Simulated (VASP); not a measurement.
# SrCl2 (Fm-3m) in VASP: further runs

The runs below take SrCl2 through single point, with PBE+D3(BJ), PBE-based global hybrid.

All numbers are computed with VASP 6.6.1; they aren't measurements. Logs are shortened: lines on timing, memory, paths and dates and some standing lists are left out, and cuts for length are marked.

### Step 1. The cell of the first run

Symmetry: Fm-3m, No. 225, cubic system. The conventional cell has a = 6.995 Å, b = 6.995 Å, c = 6.995 Å, α = 90.00°, β = 90.00°, γ = 90.00°. Within 4.0 Å of Sr (site symmetry m-3m) lie 8 Cl at 3.03 Å. Within 4.0 Å of Cl (site symmetry -43m) lie 4 Sr at 3.03 Å and 6 Cl at 3.50 Å.

### Step 2. Single point, PBE+D3(BJ)

INCAR

```
PREC     = Accurate       # precision mode
ENCUT    = 520            # plane-wave cutoff, eV
EDIFF    = 1E-6           # SCF threshold, eV
ISMEAR   = 0              # smearing method
SIGMA    = 0.01           # smearing width, eV
LREAL    = False          # projectors in reciprocal space
LASPH    = True           # aspherical terms in the spheres
NELM     = 80             # most SCF steps
ALGO     = Normal         # electronic algorithm
ISIF     = 2              # what is computed and relaxed
LWAVE    = False          # write WAVECAR
LCHARG   = False          # write CHGCAR
GGA      = PE             # functional
IVDW     = 12             # dispersion correction
NBANDS   = 19             # bands
```

KPOINTS

```
Automatic mesh
0
Gamma
  4 4 4
```

POSCAR

```
SrCl2
1.0
    0.0000000000      3.4976509443      3.4976509443
    3.4976509443      0.0000000000      3.4976509443
    3.4976509443      3.4976509443      0.0000000000
Sr Cl
1 2
Direct
    0.0000000000      0.0000000000      0.0000000000
    0.2500000000      0.2500000000      0.2500000000
    0.7500000000      0.7500000000      0.7500000000
```

Potentials or basis: VASP PAW PBE potentials, release 64 (Sr_sv, Cl).

Command:

```sh
$ cat potpaw_PBE.64/Sr_sv/POTCAR potpaw_PBE.64/Cl/POTCAR > POTCAR
$ mpirun -np 1 vasp_std > vasp.out
```

OUTCAR:

```text
PREC = Accurate
   ENCUT = 520
   EDIFF = 1E-6
   ISMEAR = 0
   LREAL = False
   LASPH = True
   NELM = 80
   ISIF = 2
   GGA = PE
   IVDW = 12
 IVDW          = 12

 ion  position               nearest neighbor table
   1  0.000  0.000  0.000-   3 3.03   3 3.03   3 3.03   2 3.03   3 3.03   2 3.03   2 3.03   2 3.03

   2  0.250  0.250  0.250-   1 3.03   1 3.03   1 3.03   1 3.03
   3  0.750  0.750  0.750-   1 3.03   1 3.03   1 3.03   1 3.03

  LATTYP: Found a face centered cubic cell.
 ALAT       =     6.9953018886

  Lattice vectors:

 A1 = (   0.0000000000,   3.4976509443,   3.4976509443)
 A2 = (   3.4976509443,   0.0000000000,   3.4976509443)
 A3 = (   3.4976509443,   3.4976509443,   0.0000000000)

Analysis of symmetry for initial positions (statically):
=====================================================================
 Subroutine PRICEL returns:
 Original cell was already a primitive cell.

 Routine SETGRP: Setting up the symmetry group for a
 face centered cubic supercell.

 Subroutine GETGRP returns: Found 48 space group operations
 (whereof 48 operations were pure point group operations)
 out of a pool of 48 trial point group operations.

The static configuration has the point symmetry O_h .

Analysis of symmetry for dynamics (positions and initial velocities):
=====================================================================
 Subroutine PRICEL returns:
 Original cell was already a primitive cell.

 Routine SETGRP: Setting up the symmetry group for a
 face centered cubic supercell.

 Subroutine GETGRP returns: Found 48 space group operations
 (whereof 48 operations were pure point group operations)
 out of a pool of 48 trial point group operations.

The dynamic configuration has the point symmetry O_h .

 Subroutine INISYM returns: Found 48 space group operations
 (whereof 48 operations are pure point group operations),
 and found     1 'primitive' translations

----------------------------------------------------------------------------------------

                                     Primitive cell

  volume of cell :      85.5775

  direct lattice vectors                    reciprocal lattice vectors
     0.000000000  3.497650944  3.497650944    -0.142953087  0.142953087  0.142953087
     3.497650944  0.000000000  3.497650944     0.142953087 -0.142953087  0.142953087
     3.497650944  3.497650944  0.000000000     0.142953087  0.142953087 -0.142953087

  length of vectors
     4.946425402  4.946425402  4.946425402     0.247602010  0.247602010  0.247602010

[... 65 lines left out ...]
   EDIFF  = 0.1E-05   stopping-criterion for ELM
   LREAL  =      F    real-space projection
   EDIFFG = 0.1E-04   stopping-criterion for IOM
   NSW    =      0    number of steps for IOM
   IBRION =     -1    ionic relax: 0-MD 1-quasi-New 2-CG
   NFREE  =      0    steps in history (QN), initial steepest desc. (CG)
   ISIF   =      2    stress and relaxation
   ISYM   =      2    0-nonsym 1-usesym 2-fastsym
   POTIM  = 0.5000    time-step for ionic-motion
   TEBEG  =    0.0;   TEEND  =   0.0 temperature during run
   PSTRESS=    0.0 pullay stress
   NELECT =      24.0000    total number of electrons
   NUPDOWN=      -1.0000    fix difference up-down
   EMIN   =  10.00;   EMAX   =-10.00  energy-range for DOS
   EFERMI =   0.00;   METHOD = LEGACY
   ISMEAR =     0;   SIGMA  =   0.01  broadening in eV -4-tet -1-fermi 0-gaus
   EFERMI_NEDOS =   21; number of points for ismear=-14 and -15
   IALGO  =     38    algorithm
   IMIX   =      4    mixing-type and parameters
     AMIX     =   0.40;   BMIX     =  1.00
     AMIX_MAG =   1.60;   BMIX_MAG =  1.00
  volume/ion in A,a.u.               =      28.53       192.50
  Fermi-wavevector in a.u.,A,eV,Ry     =   1.071582  2.024997 15.623409  1.148288
  Thomas-Fermi vector in A             =   2.207327
   LORBIT       =      0    0 simple, 1 ext, 2 COOP (PROOUT), +10 PAW based schemes
   GGA     = PE    functional components
   LHFCALC =     F    Hartree Fock is set to
   AEXX    =    0.0000 exact exchange contribution
   IVDW    =    12    specifies the selected vdW correction
   LEPSILON=     F    determine dielectric tensor
   LRPA    =     F    only Hartree local field effects (RPA)
 non-spin polarized calculation
 Gauss-broadening in eV      SIGMA  =   0.01
  energy-cutoff  :      520.00
  volume of cell :       85.58
 maximum number of plane-waves:      2332
 NGX is ok and might be reduce to    40
   NGX = 19   NGY = 19   NGZ = 19

 number of electron      24.0000002 magnetization

 Free energy of the ion-electron system (eV)
  ---------------------------------------------------
  ext. energy  EPLUGINS =         0.00000000
  ---------------------------------------------------
  free energy    TOTEN  =       -12.78641784 eV

  energy without entropy =      -12.78641784  energy(sigma->0) =      -12.78641784

 E-fermi :   0.1602     XC(G=0):  -8.2485

 val. band max:        0.1005059536   @ k =   0.5000   0.5000   0.0000
 cond. band min:       5.4077289569   @ k =   0.0000   0.0000   0.0000
 fundamental gap:      5.3072230033
 Fermi energy:         0.1601760346

 k-point     1 :       0.0000    0.0000    0.0000
  band No.  band energies     occupation
      1     -32.8130      2.00000
      2     -14.8011      2.00000
      3     -14.8011      2.00000
      4     -14.8011      2.00000
      5     -13.1801      2.00000
      6     -12.3463      2.00000
[... 153 lines left out ...]
      6     -12.5377      2.00000
[... 11 lines left out ...]
     18       9.5339      0.00000
     19      10.7111      0.00000

------------------------ aborting loop because EDIFF is reached ----------------------------------------

 Edisp (eV)   -0.65887

 E8    (eV) :    -0.2853

  FORCE on cell =-STRESS in cart. coord.  units (eV):
  Direction    XX          YY          ZZ          XY          YZ          ZX
  --------------------------------------------------------------------------------------
  -------------------------------------------------------------------------------------
  Total      -0.26710    -0.26710    -0.26710    -0.00000    -0.00000    -0.00000
  in kB      -5.00054    -5.00054    -5.00054    -0.00000    -0.00000    -0.00000
  external pressure =       -5.00 kB  Pullay stress =        0.00 kB

 VOLUME and BASIS-vectors are now :
 -----------------------------------------------------------------------------
  energy-cutoff  :      520.00
  volume of cell :       85.58
      direct lattice vectors                 reciprocal lattice vectors
     0.000000000  3.497650944  3.497650944    -0.142953087  0.142953087  0.142953087
     3.497650944  0.000000000  3.497650944     0.142953087 -0.142953087  0.142953087
     3.497650944  3.497650944  0.000000000     0.142953087  0.142953087 -0.142953087

 POSITION                                       TOTAL-FORCE (eV/Angst)
 -----------------------------------------------------------------------------------
      0.00000      0.00000      0.00000         0.000000     -0.000000     -0.000000
      1.74883      1.74883      1.74883         0.000000     -0.000000      0.000000
      5.24648      5.24648      5.24648        -0.000000      0.000000     -0.000000
 -----------------------------------------------------------------------------------
    total drift:                               -0.000000     -0.000000      0.000000

  FREE ENERGIE OF THE ION-ELECTRON SYSTEM (eV)
  ---------------------------------------------------
  free  energy   TOTEN  =       -13.4452831285 eV

  energy  without entropy=      -13.4452831285  energy(sigma->0) =      -13.44528313
```

OSZICAR:

```text
N       E                     dE             d eps       ncg     rms          rms(c)
DAV:   1     0.140313874166E+03    0.14031E+03   -0.11579E+04   304   0.114E+03
DAV:   2    -0.385916214589E+01   -0.14417E+03   -0.13997E+03   387   0.222E+02
DAV:   3    -0.127358624255E+02   -0.88767E+01   -0.88451E+01   378   0.550E+01
DAV:   4    -0.130633850805E+02   -0.32752E+00   -0.32719E+00   536   0.877E+00
DAV:   5    -0.130658238580E+02   -0.24388E-02   -0.24387E-02   402   0.786E-01    0.127E+01
DAV:   6    -0.127680619030E+02    0.29776E+00   -0.59657E-01   340   0.431E+00    0.816E+00
DAV:   7    -0.127776380729E+02   -0.95762E-02   -0.36203E-01   401   0.360E+00    0.215E+00
DAV:   8    -0.127839825890E+02   -0.63445E-02   -0.54381E-02   347   0.129E+00    0.414E-01
DAV:   9    -0.127849163571E+02   -0.93377E-03   -0.20142E-03   370   0.266E-01    0.149E-01
DAV:  10    -0.127863032266E+02   -0.13869E-02   -0.99618E-04   328   0.184E-01    0.368E-02
DAV:  11    -0.127863939426E+02   -0.90716E-04   -0.58887E-05   374   0.434E-02    0.424E-02
DAV:  12    -0.127864161037E+02   -0.22161E-04   -0.20817E-05   331   0.231E-02    0.309E-03
DAV:  13    -0.127864178745E+02   -0.17708E-05   -0.19018E-06   357   0.745E-03    0.434E-03
DAV:  14    -0.127864178437E+02    0.30825E-07   -0.41962E-07   269   0.420E-03
   1 F= -.13445283E+02 E0= -.13445283E+02  d E =-.910397E-19
```

Wall time 26 s (1 thread of Intel Xeon Platinum 8259CL at 2.50GHz (Skylake/Cascade Lake), shared host); peak memory 0.24 GiB.

What came out:

```
Free energy                : -13.4453 eV
Pressure                   : -0.5 GPa
Band gap on the k mesh     : 5.31 eV, indirect (least direct gap 5.51 eV)
Dispersion energy per atom : -0.220 eV
```

### Step 3. Single point, PBE-based global hybrid

POSCAR is that of step 2.

INCAR.step1

```
ALGO     = Normal         # electronic algorithm
EDIFF    = 1E-5           # SCF threshold, eV
ENCUT    = 520            # plane-wave cutoff, eV
GGA      = PE             # functional
ISIF     = 2              # what is computed and relaxed
ISMEAR   = 0              # smearing method
LASPH    = T              # aspherical terms in the spheres
LREAL    = F              # projectors in reciprocal space
LWAVE    = T              # write WAVECAR
NBANDS   = 19             # bands
NELM     = 80             # most SCF steps
PREC     = Accurate       # precision mode
SIGMA    = 0.01           # smearing width, eV
```

INCAR.step2

```
AEXX     = 0.35           # exact-exchange fraction
ALGO     = Normal         # electronic algorithm
EDIFF    = 1E-7           # SCF threshold, eV
ENCUT    = 520            # plane-wave cutoff, eV
GGA      = PE             # functional
ISIF     = 2              # what is computed and relaxed
ISMEAR   = 0              # smearing method
ISTART   = 1            
LASPH    = T              # aspherical terms in the spheres
LCHARG   = T              # write CHGCAR
LELF     = T              # ELF
LHFCALC  = T              # exact exchange
LREAL    = F              # projectors in reciprocal space
LVHAR    = T            
LWAVE    = F              # write WAVECAR
NBANDS   = 19             # bands
NELM     = 80             # most SCF steps
PREC     = Accurate       # precision mode
PRECFOCK = Normal       
SIGMA    = 0.01           # smearing width, eV
```

KPOINTS

```
k-points
0
Gamma
  4 4 4
```

Potentials or basis: VASP PAW PBE potentials, release 64 (Sr_sv, Cl).

Command:

```sh
$ cat potpaw_PBE.64/Sr_sv/POTCAR potpaw_PBE.64/Cl/POTCAR > POTCAR
$ cp INCAR.step1 INCAR
$ mpirun -np 1 vasp_std > vasp.out
$ cp INCAR.step2 INCAR
$ mpirun -np 1 vasp_std > vasp.out
```

Run time: 20 min. Hardware: 1 thread of AMD EPYC 7R43 (Zen 3), shared host; peak memory 0.21 GiB.

Results (log left out):

```
Free energy            : -16.6542 eV
Pressure               : -0.1 GPa
Band gap on the k mesh : 8.14 eV, indirect (least direct gap 8.41 eV)
```

Levels at points of the mesh, in eV from the valence-band top:
| k point | band 9 | band 10 | band 11 | band 12 | band 13 | band 14 | band 15 | band 16 |
| --- | --- | --- | --- | --- | --- | --- | --- | --- |
| (0.00, 0.00, 0.00) | -2.34 | -0.38 | -0.38 | -0.38 | 8.14 | 9.17 | 9.17 | 11.97 |
| (0.50, 0.00, 0.00) | -1.63 | -1.45 | -1.17 | -1.17 | 9.87 | 9.87 | 10.66 | 10.78 |
| (0.50, 0.50, 0.00) | -2.10 | -0.43 | -0.43 | 0.00 | 8.41 | 10.22 | 10.92 | 11.32 |

Caveat: the PAW data sets were made with another functional, which shifts forces and pressure a little. A k mesh can miss the band edges.

### Step 4. Single point, PBE-based global hybrid

POSCAR is that of step 3.

INCAR.step1

```
ALGO = Normal ; EDIFF = 1E-5
ENCUT = 520 ; GGA = PE
ISIF = 2 ; ISMEAR = 0
LASPH = True ; LREAL = False
LWAVE = True ; NBANDS = 19
NELM = 80 ; PREC = Accurate
SIGMA = 0.01
```

INCAR.step2

```
AEXX = 0.3 ; ALGO = Normal
EDIFF = 1E-6 ; ENCUT = 520
GGA = PE ; ISIF = 2
ISMEAR = 0 ; ISTART = 1
LASPH = True ; LCHARG = True
LELF = True ; LHFCALC = True
LREAL = False ; LVHAR = True
LWAVE = False ; NBANDS = 19
NELM = 80 ; PREC = Accurate
PRECFOCK = Normal ; SIGMA = 0.01
```

KPOINTS is that of step 3.

Command:

```sh
$ cat potpaw_PBE.64/Sr_sv/POTCAR potpaw_PBE.64/Cl/POTCAR > POTCAR
$ cp INCAR.step1 INCAR
$ mpirun -np 1 vasp_std > vasp.out
$ cp INCAR.step2 INCAR
$ mpirun -np 1 vasp_std > vasp.out
```

Run time: 17 min. Hardware: 1 thread of AMD EPYC 7R43 (Zen 3), shared host; peak memory 0.21 GiB.

It converged, with:

| Property | Result |
| --- | --- |
| Free energy | -16.0923 eV |
| Pressure | 0.0 GPa |
| Band gap on the k mesh | 7.73 eV, indirect (least direct gap 7.99 eV) |

Levels at points of the mesh, in eV from the valence-band top:
```tsv
k point	band 10	band 11	band 12	band 13	band 14	band 15
(0.00, 0.00, 0.00)	-0.37	-0.37	-0.37	7.73	8.73	8.73
(0.50, 0.00, 0.00)	-1.43	-1.16	-1.16	9.41	9.41	10.25
(0.50, 0.50, 0.00)	-0.42	-0.42	0.00	7.99	9.76	10.44
```

Caveat: the PAW data sets were made with another functional, which shifts forces and pressure a little. A k mesh can miss the band edges.

### Step 5. Summary

| level | grid for exact exchange (PRECFOCK) | share of exact exchange | gap on the mesh (eV) | pressure (GPa) |
| --- | --- | --- | --- | --- |
| PBE+D3(BJ) | - | - | 5.31 | -0.5 |
| PBE-based global hybrid | Normal | 0.35 | 8.14 | -0.1 |
| PBE-based global hybrid | Normal | 0.3 | 7.73 | 0.0 |

Alike in all rows: task single point; potentials or basis VASP PAW PBE potentials, release 64 (Sr_sv, Cl); no spin polarisation; cell as given; k mesh 4 × 4 × 4; cutoff (eV) 520; smearing gaussian 0.01 eV.

On the cell as given the gap runs from 5.31 eV (PBE+D3(BJ)) to 8.14 eV (PBE-based global hybrid). The pressure there spans -0.5 GPa (PBE+D3(BJ)) to 0.0 GPa (PBE-based global hybrid); a positive pressure means that this level wants a larger cell, a negative one a smaller.

Caveats: the PAW data sets were made with another functional, which shifts forces and pressure a little (some runs).

Total energies depend on the potentials used, so only differences within one code and one set of settings carry meaning.
